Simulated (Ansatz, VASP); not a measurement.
## One calculation of Sc2SbP3, two programs

```
Sc Sb P
1.0
     4.40603    0.00000    0.00000
    -2.20301    3.81573    0.00000
     0.00000    0.00000    6.99256
Sc Sb P
2 1 3
Direct
  0.33333 0.66667 0.28336
  0.33333 0.66667 0.71664
  0.66667 0.33333 0.00000
  0.66667 0.33333 0.50000
  0.00000 0.00000 0.00000
  0.00000 0.00000 0.50000
```

Change from the starting cell: species swapped into the Gd2CoNi3 type (P-6m2, No. 187).

Alike in both runs: functional PBE; k mesh 6 × 6 × 2; occupations gaussian, width 0.1 eV; no spin polarisation.

Ansatz relaxed the structure, and its values are those at the end. VASP's run is a single point on that final structure, the one shown.

|  | VASP | Ansatz |
| --- | --- | --- |
| version | VASP 6.6.1 | Ansatz 0.2.0 |
| potentials or method | VASP PAW PBE potentials, release 64 (Sc_sv, Sb, P), cutoff 520 eV | scalar-relativistic, plane waves, PAW |
| valence electrons in the cell | 42 | 52 |

|  | VASP | Ansatz | Ansatz less VASP |
| --- | --- | --- | --- |
| gap on the k mesh at the Fermi level (eV) | none | none | - |
| pressure (GPa) | 0.0 | -0.1 | -0.14 |
| rms of the force components (eV/Å) | 0.006 | 0.007 | +0.0006 |

A gap of «none» marks a metal or a gap that the smearing closes. VASP's potentials hold 42 valence electrons a cell and Ansatz's 52, so a difference there can come from the potentials and not from the codes.

The k mesh is coarse, so the values compare programs but aren't converged. Spin-orbit coupling is off throughout.
